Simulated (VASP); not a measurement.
Al3Au:

```
CELL_PARAMETERS angstrom
2.90346 0.00000 0.00000
0.00000 2.90346 0.00000
0.00000 0.00000 7.67926
ATOMIC_POSITIONS crystal
Al 0.00000 0.00000 0.50000
Al 0.50000 0.50000 0.24768
Al 0.50000 0.50000 0.75232
Au 0.00000 0.00000 0.00000
```

```yaml
Program: VASP 6.6.1
Task: relaxation of cell and atoms
Functional: r2SCAN
Potentials_or_basis: VASP PAW PBE potentials, release 64 (Al, Au)
Cutoff: 600 eV
k_mesh: 14 × 14 × 6
Occupations: gaussian, width 0.1 eV
Spin: no spin polarisation
```

At the start: pressure -0.3 GPa; volume 16.18 Å³/atom.

**Question.** How do energy, volume and symmetry change on relaxing?

**Answer.** Over 14 steps the energy falls by 6.1 meV/atom and the volume is 16.21 Å³/atom (+0.2 %); space group P4/mmm (No. 123, to 0.1 Å) before and after.

The path:
```tsv
step	energy change (eV)	largest force (eV/Å)	pressure (GPa)	volume (Å³)
1	0.0000	0.2891	-0.30	64.74
2	-0.0153	0.2028	0.33	64.45
3	-0.0211	0.0553	1.15	64.12
4	-0.0212	0.0777	1.04	64.16
5	-0.0226	0.0325	-0.65	65.19
6	-0.0236	0.0494	0.01	64.78
7	-0.0236	0.0488	-0.02	64.80
8	-0.0242	0.0331	-0.06	64.84
9	-0.0244	0.0189	-0.10	64.89
10	-0.0244	0.0212	-0.09	64.88
11	-0.0244	0.0021	0.11	64.78
12	-0.0244	0.0061	0.07	64.80
13	-0.0244	0.0074	0.05	64.81
14	-0.0244	0.0014	0.01	64.85
```

Final structure:
```
Al Au
1.0
     2.88146    0.00000    0.00000
     0.00000    2.88146    0.00000
     0.00000    0.00000    7.81018
Al Au
3 1
Direct
  0.00000 0.00000 0.50000
  0.50000 0.50000 0.24232
  0.50000 0.50000 0.75768
  0.00000 0.00000 0.00000
```

Caveat: the PAW data sets were made with another functional, which shifts forces and pressure a little.
